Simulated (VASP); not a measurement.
# NaScW2F6 (Fm-3m) in VASP: single point with PBE

Aim: the single point of NaScW2F6 with PBE.

Program: VASP 6.6.1. These are calculated values, not measurements. Logs are shortened: lines on timing, memory, paths and dates and some standing lists are left out, and cuts for length are marked.

## (1) The cell of the first run

It takes space group Fm-3m (No. 225, cubic). Conventional cell: a = 7.818 Å, b = 7.818 Å, c = 7.818 Å, α = 90.00°, β = 90.00°, γ = 90.00°. Within 3.6 Å of W (site symmetry -43m) lie 12 F at 2.77 Å and 4 Sc at 3.39 Å and 4 Na at 3.39 Å. Sc (site symmetry m-3m) has 6 F at 1.83 Å within 2.4 Å. F (site symmetry 4mm) has 1 Sc at 1.83 Å and 1 Na at 2.08 Å within 2.4 Å. Within 2.8 Å of Na (site symmetry m-3m) lie 6 F at 2.08 Å.

## (2) Single point, PBE

POSCAR

```
NaScW2F6
1.0
    0.0000000000      3.9090640000      3.9090640000
    3.9090640000      0.0000000000      3.9090640000
    3.9090640000      3.9090640000      0.0000000000
W Sc F Na
2 1 6 1
Direct
    0.2500000000      0.2500000000      0.2500000000
    0.7500000000      0.7500000000      0.7500000000
    0.0000000000      0.0000000000      0.0000000000
    0.7658000000      0.2342000000      0.2342000000
    0.2342000000      0.7658000000      0.2342000000
    0.2342000000      0.7658000000      0.7658000000
    0.7658000000      0.2342000000      0.7658000000
    0.2342000000      0.2342000000      0.7658000000
    0.7658000000      0.7658000000      0.2342000000
    0.5000000000      0.5000000000      0.5000000000
```

INCAR.step1

```
ALGO = Normal
EDIFF = 1E-7
ENCUT = 520
GGA = PE
ISIF = 2
ISMEAR = -1
LASPH = True
LCHARG = True
LMAXMIX = 4
LREAL = False
LWAVE = False
NBANDS = 55
NELM = 80
PREC = Accurate
SIGMA = 0.1
```

KPOINTS.step1

```
k-points
0
Gamma
  8 8 8
```

INCAR.step2

```
ALGO = Normal
EDIFF = 1E-7
ENCUT = 520
GGA = PE
ICHARG = 11
ISIF = 2
ISMEAR = -5
LASPH = True
LCHARG = False
LMAXMIX = 4
LORBIT = 11
LREAL = False
LWAVE = False
NEDOS = 2001
NELM = 80
PREC = Accurate
SIGMA = 0.1
```

KPOINTS.step2

```
k-points
0
Gamma
  12 12 12
```

Potentials or basis: VASP PAW PBE potentials, release 64 (W_sv, Sc_sv, F, Na_pv).

Launch:

```sh
> cat potpaw_PBE.64/W_sv/POTCAR potpaw_PBE.64/Sc_sv/POTCAR potpaw_PBE.64/F/POTCAR potpaw_PBE.64/Na_pv/POTCAR > POTCAR
> cp INCAR.step1 INCAR
> cp KPOINTS.step1 KPOINTS
> mpirun -np 1 vasp_std > vasp.out
> cp INCAR.step2 INCAR
> cp KPOINTS.step2 KPOINTS
> mpirun -np 1 vasp_std > vasp.out
```

OUTCAR:

```text
EDIFF = 1E-7
   ENCUT = 520
   GGA = PE
   ICHARG = 11
   ISIF = 2
   ISMEAR = -5
   LASPH = True
   LORBIT = 11
   LREAL = False
   NELM = 80
   PREC = Accurate

 ion  position               nearest neighbor table
   1  0.250  0.250  0.250-   3 3.39   3 3.39   3 3.39   3 3.39
   2  0.750  0.750  0.750-   3 3.39   3 3.39   3 3.39   3 3.39
   3  0.000  0.000  0.000-   4 1.83   5 1.83   6 1.83   7 1.83   8 1.83   9 1.83   2 3.39   2 3.39
                             1 3.39   1 3.39   2 3.39   1 3.39   2 3.39   1 3.39
   4  0.766  0.234  0.234-   3 1.83  10 2.08
   5  0.234  0.766  0.234-   3 1.83  10 2.08
   6  0.234  0.766  0.766-   3 1.83  10 2.08
   7  0.766  0.234  0.766-   3 1.83  10 2.08
   8  0.234  0.234  0.766-   3 1.83  10 2.08
   9  0.766  0.766  0.234-   3 1.83  10 2.08
  10  0.500  0.500  0.500-   4 2.08   5 2.08   6 2.08   7 2.08   8 2.08   9 2.08

  LATTYP: Found a face centered cubic cell.
 ALAT       =     7.8181280000

  Lattice vectors:

 A1 = (   0.0000000000,   3.9090640000,   3.9090640000)
 A2 = (   3.9090640000,   0.0000000000,   3.9090640000)
 A3 = (   3.9090640000,   3.9090640000,   0.0000000000)

Analysis of symmetry for initial positions (statically):
=====================================================================
 Subroutine PRICEL returns:
 Original cell was already a primitive cell.

 Routine SETGRP: Setting up the symmetry group for a
 face centered cubic supercell.

 Subroutine GETGRP returns: Found 48 space group operations
 (whereof 48 operations were pure point group operations)
 out of a pool of 48 trial point group operations.

The static configuration has the point symmetry O_h .

Analysis of symmetry for dynamics (positions and initial velocities):
=====================================================================
 Subroutine PRICEL returns:
 Original cell was already a primitive cell.

 Routine SETGRP: Setting up the symmetry group for a
 face centered cubic supercell.

 Subroutine GETGRP returns: Found 48 space group operations
 (whereof 48 operations were pure point group operations)
 out of a pool of 48 trial point group operations.

The dynamic configuration has the point symmetry O_h .

 Subroutine INISYM returns: Found 48 space group operations
 (whereof 48 operations are pure point group operations),
 and found     1 'primitive' translations

----------------------------------------------------------------------------------------

                                     Primitive cell

  volume of cell :     119.4671

  direct lattice vectors                    reciprocal lattice vectors
     0.000000000  3.909064000  3.909064000    -0.127907857  0.127907857  0.127907857
     3.909064000  0.000000000  3.909064000     0.127907857 -0.127907857  0.127907857
     3.909064000  3.909064000  0.000000000     0.127907857  0.127907857 -0.127907857

  length of vectors
     5.528251325  5.528251325  5.528251325     0.221542907  0.221542907  0.221542907

  position of ions in fractional coordinates (direct lattice)
     0.250000000  0.250000000  0.250000000
     0.750000000  0.750000000  0.750000000
     0.000000000  0.000000000  0.000000000
     0.765800000  0.234200000  0.234200000
     0.234200000  0.765800000  0.234200000
     0.234200000  0.765800000  0.765800000
     0.765800000  0.234200000  0.765800000
     0.234200000  0.234200000  0.765800000
     0.765800000  0.765800000  0.234200000
     0.500000000  0.500000000  0.500000000

  ion indices of the primitive-cell ions
   primitive index   ion index
                 1           1
                 2           2
                 3           3
                 4           4
                 5           5
                 6           6
                 7           7
                 8           8
                 9           9
                10          10

----------------------------------------------------------------------------------------

 KPOINTS: k-points

Automatic generation of k-mesh.
 Grid dimensions read from file:
 generate k-points for:   12   12   12

 Generating k-lattice:

  Cartesian coordinates                     Fractional coordinates (reciprocal lattice)
    -0.010658988  0.010658988  0.010658988     0.083333333  0.000000000  0.000000000
     0.010658988 -0.010658988  0.010658988     0.000000000  0.083333333  0.000000000
     0.010658988  0.010658988 -0.010658988     0.000000000  0.000000000  0.083333333

  Length of vectors
     0.018461909  0.018461909  0.018461909

  Shift w.r.t. Gamma in fractional coordinates (k-lattice)
     0.000000000  0.000000000  0.000000000

 TETIRR: Found    247 inequivalent tetrahedra from    10368

 Subroutine IBZKPT returns following result:
 ===========================================

 Found     72 irreducible k-points:

 Following reciprocal coordinates:
            Coordinates               Weight
  0.000000  0.000000  0.000000      1.000000
  0.083333  0.000000  0.000000      8.000000
  0.166667  0.000000  0.000000      8.000000
  0.250000  0.000000  0.000000      8.000000
  0.333333  0.000000  0.000000      8.000000
  0.416667  0.000000  0.000000      8.000000
[... 16 lines left out ...]
  0.500000  0.166667  0.000000     24.000000
 -0.416667  0.166667  0.000000     24.000000
 [... further k-points ...]
   k-points           NKPTS =     72   k-points in BZ     NKDIM =     72   number of bands    NBANDS=     52
   number of dos      NEDOS =   2001   number of ions     NIONS =     10
   total plane-waves  NPLWV =  74088
   dimension x,y,z NGX =    42 NGY =   42 NGZ =   42
   dimension x,y,z NGXF=    84 NGYF=   84 NGZF=   84
   ions per type =               2   1   6   1
   NGX,Y,Z   is equivalent  to a cutoff of  12.63, 12.63, 12.63 a.u.
   NGXF,Y,Z  is equivalent  to a cutoff of  25.26, 25.26, 25.26 a.u.
 SYSTEM =  unknown system
   PREC   = accura    normal or accurate (medium, high low for compatibility)
   ISTART =      0    job   : 0-new  1-cont  2-samecut
   ICHARG =     11    charge: 1-file 2-atom 10-const
   ISPIN  =      1    spin polarized calculation?
   LNONCOLLINEAR =      F non collinear calculations
   LSORBIT =      F    spin-orbit coupling
   LASPH  =      T    aspherical Exc in radial PAW
   ENCUT  =  520.0 eV  38.22 Ry    6.18 a.u.  10.28 10.28 10.28*2*pi/ulx,y,z
   NELM   =     80;   NELMIN=  2; NELMDL=  0     # of ELM steps
   EDIFF  = 0.1E-06   stopping-criterion for ELM
   LREAL  =      F    real-space projection
   EDIFFG = 0.1E-05   stopping-criterion for IOM
   NSW    =      0    number of steps for IOM
   IBRION =     -1    ionic relax: 0-MD 1-quasi-New 2-CG
   NFREE  =      0    steps in history (QN), initial steepest desc. (CG)
   ISIF   =      2    stress and relaxation
   ISYM   =      2    0-nonsym 1-usesym 2-fastsym
   POTIM  = 0.5000    time-step for ionic-motion
   TEBEG  =    0.0;   TEEND  =   0.0 temperature during run
   PSTRESS=    0.0 pullay stress
   NELECT =      88.0000    total number of electrons
   NUPDOWN=      -1.0000    fix difference up-down
   EMIN   =  10.00;   EMAX   =-10.00  energy-range for DOS
   EFERMI =   0.00;   METHOD = LEGACY
   ISMEAR =    -5;   SIGMA  =   0.10  broadening in eV -4-tet -1-fermi 0-gaus
   EFERMI_NEDOS =   21; number of points for ismear=-14 and -15
   IALGO  =     38    algorithm
   IMIX   =      4    mixing-type and parameters
     AMIX     =   0.40;   BMIX     =  1.00
     AMIX_MAG =   1.60;   BMIX_MAG =  1.00
  volume/ion in A,a.u.               =      11.95        80.62
  Fermi-wavevector in a.u.,A,eV,Ry     =   1.478494  2.793949 29.741586  2.185945
  Thomas-Fermi vector in A             =   2.592768
   LORBIT       =     11    0 simple, 1 ext, 2 COOP (PROOUT), +10 PAW based schemes
   GGA     = PE    functional components
   LHFCALC =     F    Hartree Fock is set to
   AEXX    =    0.0000 exact exchange contribution
   IVDW    =     0    specifies the selected vdW correction
   LEPSILON=     F    determine dielectric tensor
   LRPA    =     F    only Hartree local field effects (RPA)
 non-spin polarized calculation
 Fermi weights with tetrahedron method with Bloechl corrections
  energy-cutoff  :      520.00
  volume of cell :      119.47
 maximum number of plane-waves:      3250
 NGX is ok and might be reduce to    42

 number of electron      87.9999997 magnetization

 Free energy of the ion-electron system (eV)
  ---------------------------------------------------
  ext. energy  EPLUGINS =         0.00000000
  ---------------------------------------------------
  free energy    TOTEN  =       -49.93233442 eV

  energy without entropy =      -49.93233442  energy(sigma->0) =      -49.93233442

 E-fermi :   6.1298     XC(G=0): -11.2609

 val. band max:        6.1761910262   @ k =  -0.2500   0.5000   0.2500
 cond. band min:       6.1270308145   @ k =  -0.1667   0.0833   0.0000
 fundamental gap:     -0.0491602117
 Fermi energy:         6.1298470029

 k-point     1 :       0.0000    0.0000    0.0000
  band No.  band energies     occupation
      1     -68.4853      2.00000
      2     -68.4845      2.00000
      3     -43.2405      2.00000
      4     -32.6989      2.00000
      5     -32.6989      2.00000
      6     -32.6989      2.00000
[... 44 lines left out ...]
     51       7.2451      0.00000
     52       9.8664      0.00000

 k-point     2 :       0.0833    0.0000    0.0000
  band No.  band energies     occupation
      1     -68.4853      2.00000
      2     -68.4845      2.00000
      3     -43.2405      2.00000
      4     -32.6988      2.00000
      5     -32.6987      2.00000
      6     -32.6987      2.00000
[... 44 lines left out ...]
     51       7.2913      0.00000
     52       9.8574      0.00000

 k-point     3 :       0.1667    0.0000    0.0000
  band No.  band energies     occupation
      1     -68.4853      2.00000
      2     -68.4846      2.00000
      3     -43.2405      2.00000
      4     -32.6984      2.00000
      5     -32.6981      2.00000
      6     -32.6981      2.00000
[... 44 lines left out ...]
     51       7.4189      0.00000
     52       9.8399      0.00000
[... 1046 lines left out ...]
 k-point    23 :       0.5000    0.1667    0.0000
  band No.  band energies     occupation
      1     -68.4850      2.00000
      2     -68.4849      2.00000
      3     -43.2405      2.00000
      4     -32.6984      2.00000
      5     -32.6974      2.00000
      6     -32.6971      2.00000
[... 44 lines left out ...]
     51       7.5543      0.00000
     52       9.7541      0.00000

 k-point    24 :      -0.4167    0.1667    0.0000
  band No.  band energies     occupation
      1     -68.4849      2.00000
      2     -68.4849      2.00000
      3     -43.2405      2.00000
      4     -32.6999      2.00000
      5     -32.6956      2.00000
      6     -32.6952      2.00000
[... 44 lines left out ...]
     51       7.5152      0.00000
     52       9.7404      0.00000

 [... further k-points ...]

------------------------ aborting loop because EDIFF is reached ----------------------------------------

  FORCE on cell =-STRESS in cart. coord.  units (eV):
  Direction    XX          YY          ZZ          XY          YZ          ZX
  --------------------------------------------------------------------------------------
  -------------------------------------------------------------------------------------
  Total       22.1312337     22.1312337     22.1312337     -0.0000000      0.0000000      0.0000000
  in kB      296.8027142    296.8027142    296.8027142     -0.0000000      0.0000000      0.0000000
  external PRESSURE =     296.8027142 kB  Pullay stress =       0.0000000 kB

 VOLUME and BASIS-vectors are now :
 -----------------------------------------------------------------------------
  energy-cutoff  :      520.00
  volume of cell :      119.47
      direct lattice vectors                 reciprocal lattice vectors
     0.000000000  3.909064000  3.909064000    -0.127907857  0.127907857  0.127907857
     3.909064000  0.000000000  3.909064000     0.127907857 -0.127907857  0.127907857
     3.909064000  3.909064000  0.000000000     0.127907857  0.127907857 -0.127907857

 POSITION                                       TOTAL-FORCE (eV/Angst)
 -----------------------------------------------------------------------------------
      1.95453      1.95453      1.95453         0.000000     -0.000000     -0.000000
      5.86360      5.86360      5.86360         0.000000     -0.000000      0.000000
      0.00000      0.00000      0.00000         0.000000     -0.000000      0.000000
      1.83101      3.90906      3.90906         4.046266     -0.000000      0.000000
      3.90906      1.83101      3.90906         0.000000      4.046266      0.000000
      5.98712      3.90906      3.90906        -4.046266     -0.000000      0.000000
      3.90906      5.98712      3.90906         0.000000     -4.046266      0.000000
      3.90906      3.90906      1.83101         0.000000     -0.000000      4.046266
      3.90906      3.90906      5.98712         0.000000     -0.000000     -4.046266
      3.90906      3.90906      3.90906         0.000000     -0.000000      0.000000
 -----------------------------------------------------------------------------------
    total drift:                                0.000000     -0.000000      0.000000

  FREE ENERGIE OF THE ION-ELECTRON SYSTEM (eV)
  ---------------------------------------------------
  free  energy   TOTEN  =       -49.9323344207 eV

  energy  without entropy=      -49.9323344207  energy(sigma->0) =      -49.93233442

 total charge

# of ion       s       p       d       tot
------------------------------------------
    1        2.278   5.996   3.322  11.596
    2        2.278   5.996   3.322  11.596
    3        2.324   6.560   1.612  10.496
    4        1.765   4.366   0.000   6.131
    5        1.765   4.366   0.000   6.131
    6        1.765   4.366   0.000   6.131
    7        1.765   4.366   0.000   6.131
    8        1.765   4.366   0.000   6.131
    9        1.765   4.366   0.000   6.131
   10        0.080   6.044   0.000   6.124
--------------------------------------------------
tot         17.551  50.789   8.255  76.595
```

Run time: 5.8 min. Hardware: 1 thread of Intel Xeon 6975P-C (Granite Rapids), shared host; peak memory 0.51 GiB.

What came out:

| Quantity | Value |
| --- | --- |
| Valence electrons inside the program's atomic spheres | W 11.60; Sc 10.50; F 6.13; Na 6.12 |

Caveat: spin-orbit coupling is left out, which moves the levels of the heavy elements.
